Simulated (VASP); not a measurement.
# HgTe (F-43m) in VASP: further runs

The runs below take HgTe through relaxation of the atoms, with PBE.

Program: VASP 6.6.1. These are calculated values, not measurements. Logs are shortened: lines on timing, memory, paths and dates and some standing lists are left out, and cuts for length are marked.

**1. The cell of the first run**

Symmetry: F-43m, No. 216, cubic system. The conventional cell has a = 6.532 Å, b = 6.532 Å, c = 6.532 Å, α = 90.00°, β = 90.00°, γ = 90.00°. Within 3.7 Å of Hg (site symmetry -43m) lie 4 Te at 2.83 Å. Te (site symmetry -43m) has 4 Hg at 2.83 Å within 3.7 Å.

**2. Relaxation of the atoms, PBE (volume scaled by 1.04)**

File INCAR:

```
PREC     = Accurate       # precision mode
ENCUT    = 520            # plane-wave cutoff, eV
EDIFF    = 1E-7           # SCF threshold, eV
ISMEAR   = -1             # smearing method
SIGMA    = 0.05           # smearing width, eV
LREAL    = False          # projectors in reciprocal space
LASPH    = True           # aspherical terms in the spheres
NELM     = 60             # most SCF steps
ALGO     = Normal         # electronic algorithm
ISIF     = 2              # what is computed and relaxed
LWAVE    = False          # write WAVECAR
LCHARG   = False          # write CHGCAR
GGA      = PE             # functional
IBRION   = 2              # ionic algorithm
NSW      = 80             # ionic steps
EDIFFG   = -0.02          # ionic threshold
```

File KPOINTS:

```
regular mesh
0
Gamma
  13 13 13
```

File POSCAR:

```
HgTe
1.0
    0.0000000000      3.2659193382      3.2659193382
    3.2659193382      0.0000000000      3.2659193382
    3.2659193382      3.2659193382      0.0000000000
Hg Te
1 1
Direct
    0.0000000000      0.0000000000      0.0000000000
    0.2500000000      0.2500000000      0.2500000000
```

Potentials or basis: VASP PAW PBE potentials, release 64 (Hg, Te).

Command:

```bash
cat potpaw_PBE.64/Hg/POTCAR potpaw_PBE.64/Te/POTCAR > POTCAR
mpirun -np 1 vasp_std > vasp.out
```

OUTCAR:

```text
PREC = Accurate
   ENCUT = 520
   EDIFF = 1E-7
   ISMEAR = -1
   LREAL = False
   LASPH = True
   NELM = 60
   ISIF = 2
   GGA = PE
   IBRION = 2
   NSW = 80
   EDIFFG = -0.02

 ion  position               nearest neighbor table
   1  0.000  0.000  0.000-   2 2.83   2 2.83   2 2.83   2 2.83
   2  0.250  0.250  0.250-   1 2.83   1 2.83   1 2.83   1 2.83

  LATTYP: Found a face centered cubic cell.
 ALAT       =     6.5318386764

  Lattice vectors:

 A1 = (   0.0000000000,   3.2659193382,   3.2659193382)
 A2 = (   3.2659193382,   0.0000000000,   3.2659193382)
 A3 = (   3.2659193382,   3.2659193382,   0.0000000000)

Analysis of symmetry for initial positions (statically):
=====================================================================
 Subroutine PRICEL returns:
 Original cell was already a primitive cell.

 Routine SETGRP: Setting up the symmetry group for a
 face centered cubic supercell.

 Subroutine GETGRP returns: Found 24 space group operations
 (whereof 24 operations were pure point group operations)
 out of a pool of 48 trial point group operations.

The static configuration has the point symmetry T_d .

Analysis of symmetry for dynamics (positions and initial velocities):
=====================================================================
 Subroutine PRICEL returns:
 Original cell was already a primitive cell.

 Routine SETGRP: Setting up the symmetry group for a
 face centered cubic supercell.

 Subroutine GETGRP returns: Found 24 space group operations
 (whereof 24 operations were pure point group operations)
 out of a pool of 48 trial point group operations.

The dynamic configuration has the point symmetry T_d .

 Subroutine INISYM returns: Found 24 space group operations
 (whereof 24 operations are pure point group operations),
 and found     1 'primitive' translations

----------------------------------------------------------------------------------------

                                     Primitive cell

  volume of cell :      69.6701

  direct lattice vectors                    reciprocal lattice vectors
     0.000000000  3.265919338  3.265919338    -0.153096249  0.153096249  0.153096249
     3.265919338  0.000000000  3.265919338     0.153096249 -0.153096249  0.153096249
     3.265919338  3.265919338  0.000000000     0.153096249  0.153096249 -0.153096249

  length of vectors
     4.618707422  4.618707422  4.618707422     0.265170482  0.265170482  0.265170482

[... 90 lines left out ...]
   PSTRESS=    0.0 pullay stress
   NELECT =      18.0000    total number of electrons
   NUPDOWN=      -1.0000    fix difference up-down
   EMIN   =  10.00;   EMAX   =-10.00  energy-range for DOS
   EFERMI =   0.00;   METHOD = LEGACY
   ISMEAR =    -1;   SIGMA  =   0.05  broadening in eV -4-tet -1-fermi 0-gaus
   EFERMI_NEDOS =   21; number of points for ismear=-14 and -15
   IALGO  =     38    algorithm
   IMIX   =      4    mixing-type and parameters
     AMIX     =   0.40;   BMIX     =  1.00
     AMIX_MAG =   1.60;   BMIX_MAG =  1.00
  volume/ion in A,a.u.               =      34.84       235.08
  Fermi-wavevector in a.u.,A,eV,Ry     =   1.042678  1.970376 14.791947  1.087177
  Thomas-Fermi vector in A             =   2.177354
   LORBIT       =      0    0 simple, 1 ext, 2 COOP (PROOUT), +10 PAW based schemes
   GGA     = PE    functional components
   LHFCALC =     F    Hartree Fock is set to
   AEXX    =    0.0000 exact exchange contribution
   IVDW    =     0    specifies the selected vdW correction
   LEPSILON=     F    determine dielectric tensor
   LRPA    =     F    only Hartree local field effects (RPA)
 conjugate gradient relaxation of ions
 non-spin polarized calculation
  energy-cutoff  :      520.00
  volume of cell :       69.67
 maximum number of plane-waves:      1893
   NGX = 17   NGY = 17   NGZ = 17

 number of electron      18.0000002 magnetization

 Free energy of the ion-electron system (eV)
  ---------------------------------------------------
  ext. energy  EPLUGINS =         0.00000000
  ---------------------------------------------------
  free energy    TOTEN  =        -3.62560749 eV

  energy without entropy =       -3.62537701  energy(sigma->0) =       -3.62549225

 E-fermi :   2.8815     XC(G=0):  -8.6011

 val. band max:        2.7694727418   @ k =   0.0000   0.0000   0.0000
 cond. band min:       3.1380638713   @ k =   0.0769   0.0000   0.0000
 fundamental gap:      0.3685911296
 Fermi energy:         2.8815392115

 k-point     1 :       0.0000    0.0000    0.0000
  band No.  band energies     occupation
      1      -8.9970      2.00000
      2      -4.4051      2.00000
      3      -4.4051      2.00000
      4      -4.4051      2.00000
      5      -3.9123      2.00000
      6      -3.9123      2.00000
      7       1.9693      2.00000
      8       2.7695      1.80780
      9       2.7695      1.80780
     10       2.7695      1.80780
     11       7.0560      0.00000
     12       7.0560      0.00000
     13       7.0560      0.00000
[... 354 lines left out ...]
  band No.  band energies     occupation
      1      -8.4523      2.00000
      2      -4.2815      2.00000
      3      -4.2484      2.00000
      4      -3.9753      2.00000
      5      -3.8859      2.00000
      6      -3.7455      2.00000
      7      -2.0984      2.00000
      8       1.0516      2.00000
      9       1.5255      2.00000
     10       4.4945      0.00000
     11       7.2083      0.00000
     12       8.4984      0.00000
     13       8.8760      0.00000

 [... further k-points ...]

------------------------ aborting loop because EDIFF is reached ----------------------------------------

  FORCE on cell =-STRESS in cart. coord.  units (eV):
  Direction    XX          YY          ZZ          XY          YZ          ZX
  --------------------------------------------------------------------------------------
  -------------------------------------------------------------------------------------
  Total        0.9492253      0.9492253      0.9492253     -0.0000000      0.0000000      0.0000000
  in kB       21.8289836     21.8289836     21.8289836     -0.0000000      0.0000000      0.0000000
  external PRESSURE =      21.8289836 kB  Pullay stress =       0.0000000 kB

 VOLUME and BASIS-vectors are now :
 -----------------------------------------------------------------------------
  energy-cutoff  :      520.00
  volume of cell :       69.67
      direct lattice vectors                 reciprocal lattice vectors
     0.000000000  3.265919338  3.265919338    -0.153096249  0.153096249  0.153096249
     3.265919338  0.000000000  3.265919338     0.153096249 -0.153096249  0.153096249
     3.265919338  3.265919338  0.000000000     0.153096249  0.153096249 -0.153096249

 POSITION                                       TOTAL-FORCE (eV/Angst)
 -----------------------------------------------------------------------------------
      0.00000      0.00000      0.00000        -0.000000     -0.000000     -0.000000
      1.63296      1.63296      1.63296         0.000000      0.000000      0.000000
 -----------------------------------------------------------------------------------
    total drift:                               -0.000000     -0.000000     -0.000000

  FREE ENERGIE OF THE ION-ELECTRON SYSTEM (eV)
  ---------------------------------------------------
  free  energy   TOTEN  =        -3.6256074912 eV

  energy  without entropy=       -3.6253770125  energy(sigma->0) =       -3.62549225

 reached required accuracy - stopping structural energy minimisation
```

It took 51 s on 1 thread of Intel Xeon Platinum 8375C at 2.90GHz (Ice Lake), shared host; peak memory 0.26 GiB.

Results:

```
Free energy             : -3.6256 eV
Pressure after relaxing : 2.2 GPa
Band gap on the k mesh  : zero (filled and empty bands touch)
```

Final structure:
```cif
data_structure
_symmetry_space_group_name_H-M 'P 1'
_symmetry_Int_Tables_number 1
_cell_length_a 4.6187
_cell_length_b 4.6187
_cell_length_c 4.6187
_cell_angle_alpha 60.000
_cell_angle_beta 60.000
_cell_angle_gamma 60.000
_cell_volume 69.67
loop_
_atom_site_label
_atom_site_type_symbol
_atom_site_fract_x
_atom_site_fract_y
_atom_site_fract_z
_atom_site_occupancy
Hg1 Hg 0.00000 0.00000 0.00000 1
Te1 Te 0.25000 0.25000 0.25000 1
```

Caveat: the relaxation stopped at its first step, so nothing moved; spin-orbit coupling is left out, which moves the levels of the heavy elements.

**3. Relaxation of the atoms, PBE (volume scaled by 1.06)**

File INCAR:

```
  PREC = Accurate
  ENCUT = 520
  EDIFF = 1E-6
  ISMEAR = -1
  SIGMA = 0.05
  LREAL = F
  LASPH = T
  NELM = 100
  ALGO = Normal
  ISIF = 2
  LWAVE = F
  LCHARG = F
  GGA = PE
  IBRION = 2
  NSW = 80
  EDIFFG = -0.02
```

File KPOINTS:

```
Automatic mesh
0
Gamma
  13 13 13
```

File POSCAR:

```
HgTe
1.0
    0.0000000000      3.2867219331      3.2867219331
    3.2867219331      0.0000000000      3.2867219331
    3.2867219331      3.2867219331      0.0000000000
Hg Te
1 1
Direct
    0.0000000000      0.0000000000      0.0000000000
    0.2500000000      0.2500000000      0.2500000000
```

Potentials or basis: VASP PAW PBE potentials, release 64 (Hg, Te).

Command:

```bash
cat potpaw_PBE.64/Hg/POTCAR potpaw_PBE.64/Te/POTCAR > POTCAR
mpirun -np 1 vasp_std > vasp.out
```

It took 2.2 min on 1 thread of AMD EPYC 7R13, shared host; peak memory 0.23 GiB.

It converged, with:

```
Free energy             : -3.6407 eV
Pressure after relaxing : 1.4 GPa
Band gap on the k mesh  : zero (filled and empty bands touch)
```

Final structure:
```xyz
2
Lattice="0.0000 3.2867 3.2867 3.2867 0.0000 3.2867 3.2867 3.2867 0.0000" Properties=species:S:1:pos:R:3 pbc="T T T"
Hg    0.0000    0.0000    0.0000
Te    1.6434    1.6434    1.6434
```

Levels at points of the mesh, in eV from the Fermi level:
```tsv
k point	band 7	band 8	band 9	band 10	band 11	band 12
(0.00, 0.00, 0.00)	-0.96	-0.11	-0.11	-0.11	4.20	4.20
```

Caveat: the relaxation stopped at its first step, so nothing moved; spin-orbit coupling is left out, which moves the levels of the heavy elements.
